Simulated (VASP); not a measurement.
ZnHOF: single point with PBE

The system is ZnHOF.

```xyz
16
Lattice="10.2280 0.0000 0.0000 0.0000 3.1125 0.0000 0.0000 0.0000 4.7165" Properties=species:S:1:pos:R:3 pbc="T T T"
Zn    1.3117    2.3344    2.4755
Zn    3.8023    0.7781    0.1172
Zn    6.4257    2.3344    4.5993
Zn    8.9163    0.7781    2.2410
H     9.3493    2.3344    4.2620
H     5.9927    0.7781    1.9038
H     4.2353    2.3344    2.8127
H     0.8787    0.7781    0.4545
O     4.5189    2.3344    3.7507
O     0.5951    0.7781    1.3925
O     9.6329    2.3344    3.3240
O     5.7091    0.7781    0.9658
F     1.9797    0.7781    3.7824
F     3.1343    2.3344    1.4242
F     7.0937    0.7781    3.2923
F     8.2483    2.3344    0.9341
```

```json
{
 "Program": "VASP 6.6.1",
 "Task": "single point",
 "Functional": "PBE",
 "Potentials or basis": "VASP PAW PBE potentials, release 64 (Zn, H, O, F)",
 "Cutoff": "520 eV",
 "k mesh": "2 × 7 × 5",
 "Occupations": "fermi-dirac, width 0.02 eV",
 "Spin": "no spin polarisation",
 "Dipole correction": "no",
 "Further INCAR settings": "LREAL = Auto; ALGO = Normal; EDIFF = 1e-07; NBANDS = 66"
}
```

```
Pressure               : 5.2 GPa
Largest force          : 0.082 eV/Å
Band gap on the k mesh : 2.68 eV
```

Forces on the atoms (eV/Å):
```
Zn   0.003  0.000  0.023
Zn  -0.003  0.000  0.023
Zn   0.003  0.000 -0.023
Zn  -0.003  0.000 -0.023
H   -0.031  0.000  0.076
H    0.031  0.000  0.076
H   -0.031  0.000 -0.076
H    0.031  0.000 -0.076
O    0.040  0.000  0.001
O   -0.040  0.000  0.001
O    0.040  0.000 -0.001
O   -0.040  0.000 -0.001
F   -0.011  0.000  0.013
F    0.011  0.000  0.013
F   -0.011  0.000 -0.013
F    0.011  0.000 -0.013
```

Stress tensor (GPa, compression positive):
```
5.75 0.00 0.00
0.00 6.26 0.00
0.00 0.00 3.73
```

Levels at points of the mesh, in eV from the valence-band top:
```tsv
k point	band 49	band 50	band 51	band 52	band 53	band 54	band 55	band 56
(0.00, 0.00, 0.00)	-0.50	-0.33	-0.07	0.00	2.68	5.00	5.42	7.42
(0.50, 0.00, 0.00)	-0.44	-0.44	-0.03	-0.03	3.52	3.52	6.79	6.79
```

Run time: 5.3 min on 1 thread of Intel(R) Xeon(R) Platinum 8488C (Sapphire Rapids), on a shared host, peak memory 0.33 GiB.

Caveat: the cell stands under pressure.
